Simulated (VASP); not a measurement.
# NbTe (Fm-3m) in VASP: a series of runs

Runs on NbTe. Level: r2SCAN. Tasks: single point.

Everything below comes from runs of VASP 6.6.1. Logs are shortened: lines on timing, memory, paths and dates and some standing lists are left out, and cuts for length are marked.

## Step 1: The cell of the first run

It takes space group Fm-3m (No. 225, cubic). Conventional cell: a = 5.771 Å, b = 5.771 Å, c = 5.771 Å, α = 90.00°, β = 90.00°, γ = 90.00°. Within 3.8 Å of Nb (site symmetry m-3m) lie 6 Te at 2.89 Å. Within 3.8 Å of Te (site symmetry m-3m) lie 6 Nb at 2.89 Å.

## Step 2: Single point, r2SCAN, collinear spin (24.02 Å³/atom)

Contents of POSCAR:

```
NbTe
1.0
    0.0000000000      2.8854941946      2.8854941946
    2.8854941946      0.0000000000      2.8854941946
    2.8854941946      2.8854941946      0.0000000000
Nb Te
1 1
Direct
    0.5000000000      0.5000000000      0.5000000000
    0.0000000000      0.0000000000      0.0000000000
```

Contents of INCAR.step1:

```
SYSTEM = NbTe
ALGO = Normal
EDIFF = 1E-4
ENCUT = 520
GGA = PE
ISMEAR = 0
ISPIN = 2
LASPH = .TRUE.
LCHARG = .FALSE.
LMAXMIX = 4
LREAL = .FALSE.
LWAVE = .TRUE.
MAGMOM = 1.83 0
NBANDS = 20
NELM = 150
PREC = Accurate
SIGMA = 0.05
```

Contents of INCAR.step2:

```
SYSTEM = NbTe
ALGO = Normal
EDIFF = 1E-6
ENCUT = 520
ISIF = 2
ISMEAR = 0
ISPIN = 2
ISTART = 1
LASPH = .TRUE.
LCHARG = .FALSE.
LMAXMIX = 4
LMIXTAU = .TRUE.
LORBIT = 11
LREAL = .FALSE.
LWAVE = .FALSE.
MAGMOM = 1.83 0
METAGGA = R2SCAN
NBANDS = 20
NELM = 150
PREC = Accurate
SIGMA = 0.05
```

Contents of KPOINTS:

```
k-points
0
G
  10 10 10
  0 0 0
```

Potentials or basis: VASP PAW PBE potentials, release 64 (Nb_sv, Te).

Launch:

```sh
$ cat potpaw_PBE.64/Nb_sv/POTCAR potpaw_PBE.64/Te/POTCAR > POTCAR
$ cp INCAR.step1 INCAR
$ mpirun -np 1 vasp_std > vasp.out
$ cp INCAR.step2 INCAR
$ mpirun -np 1 vasp_std > vasp.out
```

OUTCAR:

```text
SYSTEM = NbTe
   EDIFF = 1E-6
   ENCUT = 520
   ISIF = 2
   ISMEAR = 0
   ISPIN = 2
   ISTART = 1
   LASPH = .TRUE.
   LORBIT = 11
   LREAL = .FALSE.
   METAGGA = R2SCAN
   NELM = 150
   PREC = Accurate

 ion  position               nearest neighbor table
   1  0.500  0.500  0.500-   2 2.89   2 2.89   2 2.89   2 2.89   2 2.89   2 2.89
   2  0.000  0.000  0.000-   1 2.89   1 2.89   1 2.89   1 2.89   1 2.89   1 2.89

  LATTYP: Found a face centered cubic cell.
 ALAT       =     5.7709883892

  Lattice vectors:

 A1 = (   0.0000000000,   2.8854941946,   2.8854941946)
 A2 = (   2.8854941946,   0.0000000000,   2.8854941946)
 A3 = (   2.8854941946,   2.8854941946,   0.0000000000)

Analysis of symmetry for initial positions (statically):
=====================================================================
 Subroutine PRICEL returns:
 Original cell was already a primitive cell.

 Routine SETGRP: Setting up the symmetry group for a
 face centered cubic supercell.

 Subroutine GETGRP returns: Found 48 space group operations
 (whereof 48 operations were pure point group operations)
 out of a pool of 48 trial point group operations.

The static configuration has the point symmetry O_h .

Analysis of symmetry for dynamics (positions and initial velocities):
=====================================================================
 Subroutine PRICEL returns:
 Original cell was already a primitive cell.

 Routine SETGRP: Setting up the symmetry group for a
 face centered cubic supercell.

 Subroutine GETGRP returns: Found 48 space group operations
 (whereof 48 operations were pure point group operations)
 out of a pool of 48 trial point group operations.

The dynamic configuration has the point symmetry O_h .

Analysis of structural, dynamic, and magnetic symmetry:
=====================================================================
 Subroutine PRICEL returns:
 Original cell was already a primitive cell.

 Routine SETGRP: Setting up the symmetry group for a
 face centered cubic supercell.

 Subroutine GETGRP returns: Found 48 space group operations
 (whereof 48 operations were pure point group operations)
 out of a pool of 48 trial point group operations.

The overall configuration has the point symmetry O_h .

 Subroutine INISYM returns: Found 48 space group operations
 (whereof 48 operations are pure point group operations),
 and found     1 'primitive' translations

----------------------------------------------------------------------------------------

                                     Primitive cell

  volume of cell :      48.0497

  direct lattice vectors                    reciprocal lattice vectors
     0.000000000  2.885494195  2.885494195    -0.173280543  0.173280543  0.173280543
     2.885494195  0.000000000  2.885494195     0.173280543 -0.173280543  0.173280543
     2.885494195  2.885494195  0.000000000     0.173280543  0.173280543 -0.173280543

  length of vectors
     4.080705024  4.080705024  4.080705024     0.300130704  0.300130704  0.300130704

  position of ions in fractional coordinates (direct lattice)
     0.500000000  0.500000000  0.500000000
     0.000000000  0.000000000  0.000000000

  ion indices of the primitive-cell ions
   primitive index   ion index
                 1           1
                 2           2

----------------------------------------------------------------------------------------

 KPOINTS: k-points

Automatic generation of k-mesh.
 Grid dimensions read from file:
 generate k-points for:   10   10   10

 Generating k-lattice:

  Cartesian coordinates                     Fractional coordinates (reciprocal lattice)
    -0.017328054  0.017328054  0.017328054     0.100000000  0.000000000  0.000000000
     0.017328054 -0.017328054  0.017328054     0.000000000  0.100000000  0.000000000
     0.017328054  0.017328054 -0.017328054     0.000000000  0.000000000  0.100000000

  Length of vectors
     0.030013070  0.030013070  0.030013070

  Shift w.r.t. Gamma in fractional coordinates (k-lattice)
     0.000000000  0.000000000  0.000000000

 Subroutine IBZKPT returns following result:
 ===========================================

 Found     47 irreducible k-points:

 Following reciprocal coordinates:
            Coordinates               Weight
  0.000000  0.000000  0.000000      1.000000
  0.100000  0.000000  0.000000      8.000000
  0.200000  0.000000  0.000000      8.000000
  0.300000  0.000000  0.000000      8.000000
  0.400000  0.000000  0.000000      8.000000
  0.500000  0.000000  0.000000      4.000000
[... 16 lines left out ...]
  0.300000  0.300000  0.000000      6.000000
  0.400000  0.300000  0.000000     24.000000
 [... further k-points ...]
   k-points           NKPTS =     47   k-points in BZ     NKDIM =     47   number of bands    NBANDS=     20
   number of dos      NEDOS =    301   number of ions     NIONS =      2
   total plane-waves  NPLWV =  27000
   dimension x,y,z NGX =    30 NGY =   30 NGZ =   30
   dimension x,y,z NGXF=    60 NGYF=   60 NGZF=   60
   ions per type =               1   1
   NGX,Y,Z   is equivalent  to a cutoff of  12.22, 12.22, 12.22 a.u.
   NGXF,Y,Z  is equivalent  to a cutoff of  24.44, 24.44, 24.44 a.u.
 SYSTEM =  NbTe
   PREC   = accura    normal or accurate (medium, high low for compatibility)
   ISTART =      1    job   : 0-new  1-cont  2-samecut
   ICHARG =      0    charge: 1-file 2-atom 10-const
   ISPIN  =      2    spin polarized calculation?
   LNONCOLLINEAR =      F non collinear calculations
   LSORBIT =      F    spin-orbit coupling
   LASPH  =      T    aspherical Exc in radial PAW
   ENCUT  =  520.0 eV  38.22 Ry    6.18 a.u.   7.59  7.59  7.59*2*pi/ulx,y,z
   NELM   =    150;   NELMIN=  2; NELMDL=  0     # of ELM steps
   EDIFF  = 0.1E-05   stopping-criterion for ELM
   LREAL  =      F    real-space projection
   EDIFFG = 0.1E-04   stopping-criterion for IOM
   NSW    =      0    number of steps for IOM
   IBRION =     -1    ionic relax: 0-MD 1-quasi-New 2-CG
   NFREE  =      0    steps in history (QN), initial steepest desc. (CG)
   ISIF   =      2    stress and relaxation
   ISYM   =      2    0-nonsym 1-usesym 2-fastsym
   POTIM  = 0.5000    time-step for ionic-motion
   TEBEG  =    0.0;   TEEND  =   0.0 temperature during run
   PSTRESS=    0.0 pullay stress
   NELECT =      19.0000    total number of electrons
   NUPDOWN=      -1.0000    fix difference up-down
   EMIN   =  10.00;   EMAX   =-10.00  energy-range for DOS
   EFERMI =   0.00;   METHOD = LEGACY
   ISMEAR =     0;   SIGMA  =   0.05  broadening in eV -4-tet -1-fermi 0-gaus
   EFERMI_NEDOS =   21; number of points for ismear=-14 and -15
   IALGO  =     38    algorithm
   IMIX   =      4    mixing-type and parameters
     AMIX     =   0.40;   BMIX     =  1.00
     AMIX_MAG =   1.60;   BMIX_MAG =  1.00
  volume/ion in A,a.u.               =      24.02       162.13
  Fermi-wavevector in a.u.,A,eV,Ry     =   1.201607  2.270708 19.644904  1.443860
  Thomas-Fermi vector in A             =   2.337411
   LORBIT       =     11    0 simple, 1 ext, 2 COOP (PROOUT), +10 PAW based schemes
   METAGGA = R2SCAN    functional components
   LHFCALC =     F    Hartree Fock is set to
   AEXX    =    0.0000 exact exchange contribution
   IVDW    =     0    specifies the selected vdW correction
   LEPSILON=     F    determine dielectric tensor
   LRPA    =     F    only Hartree local field effects (RPA)
 spin polarized calculation
 Gauss-broadening in eV      SIGMA  =   0.05
  energy-cutoff  :      520.00
  volume of cell :       48.05
 maximum number of plane-waves:      1308
   NGX = 15   NGY = 15   NGZ = 15

 number of electron      19.0000002 magnetization       2.6219214

 Free energy of the ion-electron system (eV)
  ---------------------------------------------------
  ext. energy  EPLUGINS =         0.00000000
  ---------------------------------------------------
  free energy    TOTEN  =       -49.76908603 eV

  energy without entropy =      -49.76651968  energy(sigma->0) =      -49.76780286

 E-fermi :   9.7201     XC(G=0): -11.2956

 val. band max:        9.7029979238   @ k =  -0.3000   0.3000   0.1000
 cond. band min:       9.7472825719   @ k =  -0.4000   0.3000   0.0000
 fundamental gap:      0.0442846482
 Fermi energy:         9.7200790224

 spin component 1

 k-point     1 :       0.0000    0.0000    0.0000
  band No.  band energies     occupation
      1     -47.8236      1.00000
      2     -23.3915      1.00000
      3     -23.3914      1.00000
      4     -23.3914      1.00000
      5      -4.3395      1.00000
      6       7.7122      1.00000
[... 12 lines left out ...]
     19      20.8090      0.00000
     20      20.8090      0.00000

 k-point     2 :       0.1000    0.0000    0.0000
  band No.  band energies     occupation
      1     -47.8233      1.00000
      2     -23.3981      1.00000
      3     -23.3918      1.00000
      4     -23.3917      1.00000
      5      -4.2246      1.00000
      6       6.7438      1.00000
[... 12 lines left out ...]
     19      20.8679      0.00000
     20      20.8680      0.00000
[... 465 lines left out ...]
      3     -23.4068      1.00000
      4     -23.4068      1.00000
      5      -3.3749      1.00000
      6       3.9949      1.00000
[... 12 lines left out ...]
     19      22.6435      0.00000
     20      22.9107      0.00000

 k-point    24 :       0.4000    0.3000    0.0000
  band No.  band energies     occupation
      1     -47.8194      1.00000
      2     -23.4380      1.00000
      3     -23.4108      1.00000
      4     -23.4090      1.00000
      5      -3.1590      1.00000
      6       3.8293      1.00000
[... 12 lines left out ...]
     19      22.5368      0.00000
     20      23.5078      0.00000

 [... further k-points ...]

 spin component 2

 k-point     1 :       0.0000    0.0000    0.0000
  band No.  band energies     occupation
      1     -46.2430      1.00000
      2     -21.5194      1.00000
      3     -21.5194      1.00000
      4     -21.5194      1.00000
      5      -4.2619      1.00000
      6       8.0823      1.00000
[... 12 lines left out ...]
     19      22.3432      0.00000
     20      22.3432      0.00000

 k-point     2 :       0.1000    0.0000    0.0000
  band No.  band energies     occupation
      1     -46.2426      1.00000
      2     -21.5266      1.00000
      3     -21.5196      1.00000
      4     -21.5196      1.00000
      5      -4.1532      1.00000
      6       7.2638      1.00000
[... 12 lines left out ...]
     19      21.9834      0.00000
     20      21.9835      0.00000
[... 465 lines left out ...]
      3     -21.5351      1.00000
      4     -21.5351      1.00000
      5      -3.3523      1.00000
      6       4.3514      1.00000
[... 12 lines left out ...]
     19      23.3015      0.00000
     20      23.5343      0.00000

 k-point    24 :       0.4000    0.3000    0.0000
  band No.  band energies     occupation
      1     -46.2388      1.00000
      2     -21.5672      1.00000
      3     -21.5390      1.00000
      4     -21.5372      1.00000
      5      -3.1492      1.00000
      6       4.1599      1.00000
[... 12 lines left out ...]
     19      23.2606      0.00000
     20      24.3433      0.00000

 [... further k-points ...]

------------------------ aborting loop because EDIFF is reached ----------------------------------------

  FORCE on cell =-STRESS in cart. coord.  units (eV):
  Direction    XX          YY          ZZ          XY          YZ          ZX
  --------------------------------------------------------------------------------------
  -------------------------------------------------------------------------------------
  Total        1.4397015      1.4397015      1.4397015      0.0000000      0.0000000      0.0000000
  in kB       48.0056576     48.0056576     48.0056576      0.0000000      0.0000000      0.0000000
  external PRESSURE =      48.0056576 kB  Pullay stress =       0.0000000 kB

 VOLUME and BASIS-vectors are now :
 -----------------------------------------------------------------------------
  energy-cutoff  :      520.00
  volume of cell :       48.05
      direct lattice vectors                 reciprocal lattice vectors
     0.000000000  2.885494195  2.885494195    -0.173280543  0.173280543  0.173280543
     2.885494195  0.000000000  2.885494195     0.173280543 -0.173280543  0.173280543
     2.885494195  2.885494195  0.000000000     0.173280543  0.173280543 -0.173280543

 POSITION                                       TOTAL-FORCE (eV/Angst)
 -----------------------------------------------------------------------------------
      2.88549      2.88549      2.88549         0.000000     -0.000000      0.000000
      0.00000      0.00000      0.00000        -0.000000      0.000000      0.000000
 -----------------------------------------------------------------------------------
    total drift:                                0.000000     -0.000000      0.000000

  FREE ENERGIE OF THE ION-ELECTRON SYSTEM (eV)
  ---------------------------------------------------
  free  energy   TOTEN  =       -49.7690860308 eV

  energy  without entropy=      -49.7665196833  energy(sigma->0) =      -49.76780286

 total charge

# of ion       s       p       d       tot
------------------------------------------
    1        2.117   5.942   2.668  10.727
    2        1.338   2.169   0.063   3.570
--------------------------------------------------
tot          3.455   8.111   2.731  14.297

 magnetization (x)

# of ion       s       p       d       tot
------------------------------------------
    1        0.042   0.009   1.934   1.985
    2       -0.001  -0.057   0.030  -0.027
--------------------------------------------------
tot          0.041  -0.048   1.964   1.957
```

It took 13 min on 1 thread of AMD EPYC 7R43 (Zen 3), shared host; peak memory 0.21 GiB.

Results:

```yaml
Free_energy: -49.7691 eV
Pressure: 4.8 GPa
Net_moment: 2.62 μB per cell
Site_moments: Nb +1.99; Te -0.03 μB
Valence_electrons_inside_the_program's_atomic_spheres: Nb 10.73; Te 3.57
```

Levels at points of the mesh, in eV from the Fermi level:
Spin up:
```tsv
k point	band 8	band 9	band 10	band 11	band 12	band 13	band 14	band 15
(0.00, 0.00, 0.00)	-2.01	-1.64	-1.64	-1.64	-1.02	-1.02	3.08	6.68
(0.50, 0.00, 0.00)	-4.69	-0.52	-0.52	-0.09	2.46	4.72	4.72	5.06
(0.50, 0.50, 0.00)	-3.33	-3.24	-0.28	-0.07	-0.07	0.88	2.43	8.06
```
Spin down:
```
           k point  band 5  band 6  band 7  band 8  band 9  band 10  band 11  band 12
(0.00, 0.00, 0.00)  -13.98   -1.64   -1.64   -1.64    0.20     0.20     0.27     0.27
(0.50, 0.00, 0.00)  -12.52   -6.66   -4.18   -4.18    2.14     2.14     2.53     3.04
(0.50, 0.50, 0.00)  -12.73   -5.54   -3.23   -3.23   -1.38     0.99     2.35     2.90
```

Caveat: the cell stands under pressure; the PAW data sets were made with another functional, which shifts forces and pressure a little; spin-orbit coupling is left out, which moves the levels of the heavy elements.

## Step 3: Single point, r2SCAN, collinear spin (25.82 Å³/atom)

This run uses another cell than the first one, of 25.82 Å³/atom.

Contents of POSCAR:

```
NbTe
1.0
    0.0000000000      2.9557230600      2.9557230600
    2.9557230600      0.0000000000      2.9557230600
    2.9557230600      2.9557230600      0.0000000000
Nb Te
1 1
Direct
    0.5000000000      0.5000000000      0.5000000000
    0.0000000000      0.0000000000      0.0000000000
```

Contents of INCAR.step1:

```
PREC = Accurate
ENCUT = 520
ISMEAR = 0
SIGMA = 0.05
LREAL = False
LASPH = True
NELM = 150
ISPIN = 2
MAGMOM = 2.45 0
LMAXMIX = 4
NBANDS = 20
GGA = PE
ALGO = Normal
EDIFF = 1E-4
LWAVE = True
LCHARG = False
```

Contents of INCAR.step2:

```
PREC = Accurate
ENCUT = 520
EDIFF = 1E-6
ISMEAR = 0
SIGMA = 0.05
LREAL = False
LASPH = True
NELM = 150
ALGO = Normal
ISIF = 2
LWAVE = False
LCHARG = False
ISPIN = 2
MAGMOM = 2.45 0
LORBIT = 11
LMAXMIX = 4
METAGGA = R2SCAN
LMIXTAU = True
NBANDS = 20
ISTART = 1
```

Contents of KPOINTS:

```
regular mesh
0
Gamma
  10 10 10
```

Potentials or basis: VASP PAW PBE potentials, release 64 (Nb_sv, Te).

Launch:

```sh
$ cat potpaw_PBE.64/Nb_sv/POTCAR potpaw_PBE.64/Te/POTCAR > POTCAR
$ cp INCAR.step1 INCAR
$ mpirun -np 1 vasp_std > vasp.out
$ cp INCAR.step2 INCAR
$ mpirun -np 1 vasp_std > vasp.out
```

Wall time 12 min (1 thread of AMD EPYC 7R43 (Zen 3), shared host); peak memory 0.24 GiB.

The run converged. Its results:

```yaml
Free_energy: -49.8175 eV
Pressure: 0.0 GPa
Net_moment: 2.80 μB per cell
Site_moments: Nb +2.11; Te -0.04 μB
Valence_electrons_inside_the_program's_atomic_spheres: Nb 10.68; Te 3.53
```

Levels at points of the mesh, in eV from the Fermi level:
Spin up:
```csv
k point,band 9,band 10,band 11,band 12,band 13,band 14
"(0.00, 0.00, 0.00)",-1.57,-1.57,-1.57,-0.74,-0.74,2.53
"(0.50, 0.00, 0.00)",-0.48,-0.48,-0.13,2.48,4.36,4.36
"(0.50, 0.50, 0.00)",-2.90,-0.13,-0.13,-0.07,0.82,2.16
```
Spin down:
| k point | band 4 | band 5 | band 6 | band 7 | band 8 | band 9 | band 10 | band 11 | band 12 | band 13 |
| --- | --- | --- | --- | --- | --- | --- | --- | --- | --- | --- |
| (0.00, 0.00, 0.00) | -31.06 | -13.49 | -1.60 | -1.60 | -1.60 | 0.47 | 0.47 | 0.69 | 0.69 | 0.69 |
| (0.50, 0.00, 0.00) | -31.06 | -12.25 | -6.14 | -3.81 | -3.81 | 2.40 | 2.40 | 2.72 | 3.14 | 5.36 |
| (0.50, 0.50, 0.00) | -31.08 | -12.39 | -5.15 | -3.04 | -3.04 | -0.84 | 1.18 | 2.36 | 3.09 | 3.09 |

Caveat: the PAW data sets were made with another functional, which shifts forces and pressure a little; spin-orbit coupling is left out, which moves the levels of the heavy elements.

## Step 4: Single point, r2SCAN, collinear spin

This run uses another cell than the first one, of 25.82 Å³/atom.

POSCAR is that of step 3.

Contents of INCAR.step1:

```
SYSTEM = NbTe
PREC = Accurate
ENCUT = 520
ISMEAR = 0
SIGMA = 0.05
LREAL = .False.
LASPH = .True.
NELM = 150
ISPIN = 2
MAGMOM = 0.5 0
LMAXMIX = 4
NBANDS = 20
GGA = PE
ALGO = Normal
EDIFF = 1E-4
LWAVE = .True.
LCHARG = .False.
```

Contents of INCAR.step2:

```
SYSTEM = NbTe
PREC = Accurate
ENCUT = 520
EDIFF = 1E-6
ISMEAR = 0
SIGMA = 0.05
LREAL = .False.
LASPH = .True.
NELM = 150
ALGO = Normal
ISIF = 2
LWAVE = .False.
LCHARG = .False.
ISPIN = 2
MAGMOM = 0.5 0
LORBIT = 11
LMAXMIX = 4
METAGGA = R2SCAN
LMIXTAU = .True.
NBANDS = 20
ISTART = 1
```

Contents of KPOINTS:

```
regular mesh
0
Gamma
  10 10 10
  0 0 0
```

Launch:

```sh
$ cat potpaw_PBE.64/Nb_sv/POTCAR potpaw_PBE.64/Te/POTCAR > POTCAR
$ cp INCAR.step1 INCAR
$ mpirun -np 1 vasp_std > vasp.out
$ cp INCAR.step2 INCAR
$ mpirun -np 1 vasp_std > vasp.out
```

Run time: 15 min. Hardware: 1 thread of AMD EPYC 7R43 (Zen 3), shared host; peak memory 0.23 GiB.

The run converged. Its results:

* Free energy: -49.8175 eV
* Pressure: 0.0 GPa
* Net moment: 2.80 μB per cell
* Site moments: Nb +2.11; Te -0.04 μB
* Valence electrons inside the program's atomic spheres: Nb 10.68; Te 3.53

Levels at points of the mesh, in eV from the Fermi level:
Spin up:
```
           k point  band 9  band 10  band 11  band 12  band 13  band 14
(0.00, 0.00, 0.00)   -1.57    -1.57    -1.57    -0.74    -0.74     2.53
(0.50, 0.00, 0.00)   -0.48    -0.48    -0.13     2.48     4.36     4.36
(0.50, 0.50, 0.00)   -2.90    -0.13    -0.13    -0.07     0.82     2.16
```
Spin down:
| k point | band 5 | band 6 | band 7 | band 8 | band 9 | band 10 | band 11 | band 12 |
| --- | --- | --- | --- | --- | --- | --- | --- | --- |
| (0.00, 0.00, 0.00) | -13.49 | -1.60 | -1.60 | -1.60 | 0.47 | 0.47 | 0.69 | 0.69 |
| (0.50, 0.00, 0.00) | -12.25 | -6.14 | -3.81 | -3.81 | 2.40 | 2.40 | 2.72 | 3.14 |
| (0.50, 0.50, 0.00) | -12.39 | -5.15 | -3.04 | -3.04 | -0.84 | 1.18 | 2.36 | 3.09 |

Caveat: the PAW data sets were made with another functional, which shifts forces and pressure a little; spin-orbit coupling is left out, which moves the levels of the heavy elements.

[end of part 1 of 2]
